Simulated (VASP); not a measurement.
# HfC (P-6m2) in VASP: further runs, part 2 of 2

VASP 6.6.1. The steps go on from the part before.

### Step 3. Relaxation of shape and atoms at fixed volume, r2SCAN (13.34 Å³/atom)

This run uses another cell than the first one, of 13.34 Å³/atom.

Input file POSCAR:

```
HfC
1.0
    3.2497285605      0.0000000000      0.0000000000
   -1.6248642803      2.8143474888      0.0000000000
    0.0000000000      0.0000000000      2.9182061952
Hf C
1 1
Direct
    0.0000000000      0.0000000000      0.0000000000
    0.6666666667      0.3333333333      0.5000000000
```

Input file INCAR.step1:

```
ALGO = Normal ; EDIFF = 1E-4
ENCUT = 600 ; GGA = PE
ISMEAR = 0 ; LASPH = True
LCHARG = False ; LREAL = False
LWAVE = True ; NELM = 80
PREC = Accurate ; SIGMA = 0.05
```

Input file INCAR.step2:

```
ALGO = Normal ; EDIFF = 1E-6
EDIFFG = -0.01 ; ENCUT = 600
IBRION = 2 ; ISIF = 4
ISMEAR = 0 ; ISTART = 1
LASPH = True ; LCHARG = False
LMIXTAU = True ; LREAL = False
LWAVE = False ; METAGGA = R2SCAN
NELM = 80 ; NSW = 60
PREC = Accurate ; SIGMA = 0.05
```

Input file KPOINTS:

```
k-points
0
Gamma
  12 12 12
```

Potentials or basis: VASP PAW PBE potentials, release 64 (Hf_pv, C).

On the command line:

```
$ cat potpaw_PBE.64/Hf_pv/POTCAR potpaw_PBE.64/C/POTCAR > POTCAR
$ cp INCAR.step1 INCAR
$ mpirun -np 1 vasp_std > vasp.out
$ cp INCAR.step2 INCAR
$ mpirun -np 1 vasp_std > vasp.out
```

OUTCAR:

```text
EDIFF = 1E-6
   EDIFFG = -0.01
   ENCUT = 600
   IBRION = 2
   ISIF = 4
   ISMEAR = 0
   ISTART = 1
   LASPH = True
   LREAL = False
   METAGGA = R2SCAN
   NELM = 80
   NSW = 60
   PREC = Accurate

 ion  position               nearest neighbor table
   1  0.000  0.000  0.000-   2 2.38   2 2.38   2 2.38   2 2.38   2 2.38   2 2.38
   2  0.667  0.333  0.500-   1 2.38   1 2.38   1 2.38   1 2.38   1 2.38   1 2.38

  LATTYP: Found a hexagonal cell.
 ALAT       =     3.2497285605
 C/A-ratio  =     0.8979845981

  Lattice vectors:

 A1 = (   3.2497285605,   0.0000000000,   0.0000000000)
 A2 = (  -1.6248642803,   2.8143474888,   0.0000000000)
 A3 = (   0.0000000000,   0.0000000000,   2.9182061952)

Analysis of symmetry for initial positions (statically):
=====================================================================
 Subroutine PRICEL returns:
 Original cell was already a primitive cell.

 Routine SETGRP: Setting up the symmetry group for a
 hexagonal supercell.

 Subroutine GETGRP returns: Found 12 space group operations
 (whereof 12 operations were pure point group operations)
 out of a pool of 24 trial point group operations.

The static configuration has the point symmetry D_3h.

Analysis of symmetry for dynamics (positions and initial velocities):
=====================================================================
 Subroutine PRICEL returns:
 Original cell was already a primitive cell.

 Routine SETGRP: Setting up the symmetry group for a
 hexagonal supercell.

 Subroutine GETGRP returns: Found 12 space group operations
 (whereof 12 operations were pure point group operations)
 out of a pool of 24 trial point group operations.

The dynamic configuration has the point symmetry D_3h.

 Subroutine INISYM returns: Found 12 space group operations
 (whereof 12 operations are pure point group operations),
 and found     1 'primitive' translations

[... 135 lines left out ...]

 number of electron      14.0000002 magnetization

 Free energy of the ion-electron system (eV)
  ---------------------------------------------------
  ext. energy  EPLUGINS =         0.00000000
  ---------------------------------------------------
  free energy    TOTEN  =       -55.71108018 eV

  energy without entropy =      -55.71081577  energy(sigma->0) =      -55.71094797

------------------------ aborting loop because EDIFF is reached ----------------------------------------

  FORCE on cell =-STRESS in cart. coord.  units (eV):
  Direction    XX          YY          ZZ          XY          YZ          ZX
  --------------------------------------------------------------------------------------
  -------------------------------------------------------------------------------------
  Total       -0.8053659     -0.8053659     -1.0536394      0.0000000      0.0000000     -0.0000000
  in kB      -48.3462796    -48.3462796    -63.2501842      0.0000000      0.0000000     -0.0000000
  external PRESSURE =     -53.3142478 kB  Pullay stress =       0.0000000 kB
[... 59 lines left out ...]
--------------------------------------- Ionic step        3  -------------------------------------------

 number of electron      14.0000002 magnetization

 Free energy of the ion-electron system (eV)
  ---------------------------------------------------
  ext. energy  EPLUGINS =         0.00000000
  ---------------------------------------------------
  free energy    TOTEN  =       -55.71135902 eV

  energy without entropy =      -55.71105360  energy(sigma->0) =      -55.71120631

 E-fermi :   5.3664     XC(G=0): -12.6831

 val. band max:        5.3417269061   @ k =   0.3333   0.0000   0.0000
 cond. band min:       5.3960408977   @ k =   0.4167   0.0000   0.0000
 fundamental gap:      0.0543139917
 Fermi energy:         5.3663686173

 k-point     1 :       0.0000    0.0000    0.0000
  band No.  band energies     occupation
      1     -25.6920      2.00000
      2     -25.6920      2.00000
      3     -25.2699      2.00000
      4      -7.1891      2.00000
      5       3.6979      2.00000
      6       3.6979      2.00000
      7       4.3903      2.00000
      8       7.1362      0.00000
      9      10.6656      0.00000
     10      11.7519      0.00000
     11      11.7519      0.00000
[... 309 lines left out ...]
 k-point    24 :       0.3333    0.0000    0.0833
  band No.  band energies     occupation
      1     -26.1078      2.00000
      2     -25.7815      2.00000
      3     -25.2863      2.00000
      4      -5.3781      2.00000
      5       1.0880      2.00000
      6       4.6489      2.00000
      7       4.9369      2.00000
      8       5.5549      0.00000
      9      10.5934      0.00000
     10      10.8454      0.00000
     11      12.5616      0.00000

 [... further k-points ...]

------------------------ aborting loop because EDIFF is reached ----------------------------------------

  FORCE on cell =-STRESS in cart. coord.  units (eV):
  Direction    XX          YY          ZZ          XY          YZ          ZX
  --------------------------------------------------------------------------------------
  -------------------------------------------------------------------------------------
  Total       -0.8712133     -0.8712133     -0.8716551      0.0000000      0.0000000      0.0000000
  in kB      -52.2991080    -52.2991080    -52.3256318      0.0000000      0.0000000      0.0000000
  external PRESSURE =     -52.3079493 kB  Pullay stress =       0.0000000 kB
[... 17 lines left out ...]
  FREE ENERGIE OF THE ION-ELECTRON SYSTEM (eV)
  ---------------------------------------------------
  free  energy   TOTEN  =       -55.7113590204 eV

  energy  without entropy=      -55.7110535979  energy(sigma->0) =      -55.71120631

 reached required accuracy - stopping structural energy minimisation
```

OUTCAR.step1:

```text
EDIFF = 1E-4
   ENCUT = 600
   GGA = PE
   ISMEAR = 0
   LASPH = True
[... 558 lines left out ...]
 -----------------------------------------------------------------------------------
      0.00000      0.00000      0.00000         0.000000     -0.000000      0.000000
      1.62486      0.93812      1.45910        -0.000000      0.000000      0.000000
 -----------------------------------------------------------------------------------
    total drift:                               -0.000000      0.000000      0.000000

  FREE ENERGIE OF THE ION-ELECTRON SYSTEM (eV)
  ---------------------------------------------------
  free  energy   TOTEN  =       -19.5134859154 eV

  energy  without entropy=      -19.5129193423  energy(sigma->0) =      -19.51320263
```

OSZICAR.step1:

```text
N       E                     dE             d eps       ncg     rms          rms(c)
DAV:   1     0.282141320481E+02    0.28214E+02   -0.84426E+03  2926   0.135E+03
DAV:   2    -0.212128398694E+02   -0.49427E+02   -0.46792E+02  3903   0.227E+02
DAV:   3    -0.231607607352E+02   -0.19479E+01   -0.19368E+01  3672   0.345E+01
DAV:   4    -0.231811501188E+02   -0.20389E-01   -0.20370E-01  3584   0.388E+00
DAV:   5    -0.231814781644E+02   -0.32805E-03   -0.32800E-03  3826   0.417E-01    0.486E+01
DAV:   6    -0.196685992273E+02    0.35129E+01   -0.23490E+01  3344   0.246E+01    0.382E+01
DAV:   7    -0.195382638395E+02    0.13034E+00   -0.12101E+00  3459   0.753E+00    0.255E+01
DAV:   8    -0.195315554317E+02    0.67084E-02   -0.19033E-01  3583   0.338E+00    0.829E+00
DAV:   9    -0.195137909503E+02    0.17764E-01   -0.89621E-02  3395   0.161E+00    0.140E+00
DAV:  10    -0.195135222389E+02    0.26871E-03   -0.20781E-03  3489   0.355E-01    0.640E-01
DAV:  11    -0.195134859154E+02    0.36323E-04   -0.38400E-04  3203   0.130E-01
   1 F= -.19513486E+02 E0= -.19513203E+02  d E =-.566573E-03
```

Wall time 9.4 min (1 thread of AMD EPYC 7R13, shared host); peak memory 0.17 GiB.

What came out:

```yaml
Free_energy: -55.7114 eV
Energy_gained_by_relaxing: 0.1 meV/atom
Ionic_steps: 3
Pressure_after_relaxing: -5.2 GPa
Band_gap_on_the_k_mesh: zero (bands 7 and 8 overlap by 0.06 eV)
```

Step by step:
```
step  energy change (eV)  largest force (eV/Å)  pressure (GPa)  volume (Å³)
   1              0.0000                0.0000           -5.33        26.69
   2             -0.0001                0.0000           -5.15        26.69
   3             -0.0003                0.0000           -5.23        26.69
```

Final structure:
```
CELL_PARAMETERS angstrom
3.25348 0.00000 0.00000
-1.62674 2.81759 0.00000
0.00000 0.00000 2.91149
ATOMIC_POSITIONS crystal
Hf 0.00000 0.00000 0.00000
C 0.66667 0.33333 0.50000
```

Levels at points of the mesh, in eV from the Fermi level:
| k point | band 5 | band 6 | band 7 | band 8 | band 9 | band 10 |
| --- | --- | --- | --- | --- | --- | --- |
| (0.00, 0.00, 0.00) | -1.67 | -1.67 | -0.98 | 1.77 | 5.30 | 6.39 |
| (0.50, 0.00, 0.00) | -5.02 | -0.65 | -0.43 | 0.16 | 5.66 | 5.97 |
| (0.00, 0.00, 0.50) | -6.13 | -0.52 | -0.52 | 2.28 | 2.28 | 5.51 |
| (0.50, 0.00, 0.50) | -4.09 | -2.48 | -2.42 | 1.95 | 6.57 | 7.30 |

Caveat: the PAW data sets were made with another functional, which shifts forces and pressure a little; spin-orbit coupling is left out, which moves the levels of the heavy elements.

### Step 4. Relaxation of shape and atoms at fixed volume, r2SCAN (13.61 Å³/atom)

This run uses another cell than the first one, of 13.61 Å³/atom.

Input file POSCAR:

```
HfC
1.0
    3.2736458733      0.0000000000      0.0000000000
   -1.6368229367      2.8350604893      0.0000000000
    0.0000000000      0.0000000000      2.9321077209
Hf C
1 1
Direct
    0.0000000000      0.0000000000      0.0000000000
    0.6666666667      0.3333333333      0.5000000000
```

Input file INCAR.step1:

```
ALGO     = Normal         # electronic algorithm
EDIFF    = 1E-4           # SCF threshold, eV
ENCUT    = 600            # plane-wave cutoff, eV
GGA      = PE             # functional
ISMEAR   = 0              # smearing method
LASPH    = True           # aspherical terms in the spheres
LCHARG   = False          # write CHGCAR
LREAL    = False          # projectors in reciprocal space
LWAVE    = True           # write WAVECAR
NELM     = 80             # most SCF steps
PREC     = Accurate       # precision mode
SIGMA    = 0.05           # smearing width, eV
```

Input file INCAR.step2:

```
ALGO     = Normal         # electronic algorithm
EDIFF    = 1E-6           # SCF threshold, eV
EDIFFG   = -0.01          # ionic threshold
ENCUT    = 600            # plane-wave cutoff, eV
IBRION   = 2              # ionic algorithm
ISIF     = 4              # what is computed and relaxed
ISMEAR   = 0              # smearing method
ISTART   = 1            
LASPH    = True           # aspherical terms in the spheres
LCHARG   = False          # write CHGCAR
LMIXTAU  = True         
LREAL    = False          # projectors in reciprocal space
LWAVE    = False          # write WAVECAR
METAGGA  = R2SCAN         # meta-GGA
NELM     = 80             # most SCF steps
NSW      = 60             # ionic steps
PREC     = Accurate       # precision mode
SIGMA    = 0.05           # smearing width, eV
```

KPOINTS is that of step 3.

On the command line:

```
$ cat potpaw_PBE.64/Hf_pv/POTCAR potpaw_PBE.64/C/POTCAR > POTCAR
$ cp INCAR.step1 INCAR
$ mpirun -np 1 vasp_std > vasp.out
$ cp INCAR.step2 INCAR
$ mpirun -np 1 vasp_std > vasp.out
```

Run time: 9.5 min. Hardware: 1 thread of AMD EPYC 7R13, shared host; peak memory 0.17 GiB.

The run converged. Its results:

| Item | Value |
| --- | --- |
| Free energy | -55.6888 eV |
| Energy gained by relaxing | 0.1 meV/atom |
| Ionic steps | 3 |
| Pressure after relaxing | -8.8 GPa |
| Band gap on the k mesh | zero (bands 7 and 8 overlap by 0.04 eV) |

The path:
| step | energy change (eV) | largest force (eV/Å) | pressure (GPa) | volume (Å³) |
| --- | --- | --- | --- | --- |
| 1 | 0.0000 | 0.0000 | -8.94 | 27.21 |
| 2 | -0.0002 | 0.0000 | -8.80 | 27.21 |
| 3 | -0.0002 | 0.0000 | -8.85 | 27.21 |

Final structure:
```
CELL_PARAMETERS angstrom
3.27712 0.00000 0.00000
-1.63856 2.83807 0.00000
0.00000 0.00000 2.92590
ATOMIC_POSITIONS crystal
Hf 0.00000 0.00000 0.00000
C 0.66667 0.33333 0.50000
```

Levels at points of the mesh, in eV from the Fermi level:
```csv
k point,band 3,band 4,band 5,band 6,band 7,band 8,band 9,band 10,band 11
"(0.00, 0.00, 0.00)",-30.73,-12.47,-1.65,-1.65,-0.94,1.75,5.13,6.25,6.25
"(0.50, 0.00, 0.00)",-30.67,-10.09,-4.98,-0.64,-0.39,0.12,5.55,5.81,6.26
"(0.00, 0.00, 0.50)",-31.05,-9.16,-6.06,-0.52,-0.52,2.25,2.25,5.42,5.42
"(0.50, 0.00, 0.50)",-31.16,-9.73,-4.04,-2.46,-2.38,1.89,6.40,7.11,7.84
```

Caveat: the PAW data sets were made with another functional, which shifts forces and pressure a little; spin-orbit coupling is left out, which moves the levels of the heavy elements.

### Step 5. Overview

| cell | gap on the mesh (eV) | pressure (GPa) |
| --- | --- | --- |
| relaxed from a = 3.228, b = 3.228, c = 2.925 Å, angles 90.0, 90.0, 120.0°, 2 atoms | none | -3.0 |
| relaxed from a = 3.250, b = 3.250, c = 2.918 Å, angles 90.0, 90.0, 120.0°, 2 atoms | none | -5.2 |
| relaxed from a = 3.274, b = 3.274, c = 2.932 Å, angles 90.0, 90.0, 120.0°, 2 atoms | none | -8.8 |

Alike in all rows: task relaxation of shape and atoms at fixed volume; level r2SCAN; potentials or basis VASP PAW PBE potentials, release 64 (Hf_pv, C); no spin polarisation; k mesh 12 × 12 × 12; cutoff (eV) 600; smearing gaussian 0.05 eV.

Caveats: the PAW data sets were made with another functional, which shifts forces and pressure a little; spin-orbit coupling is left out, which moves the levels of the heavy elements.

Absolute energies hang on the potentials; compare differences alone.

The gap in the log of VASP goes by the Fermi energy; the results here count the filled bands.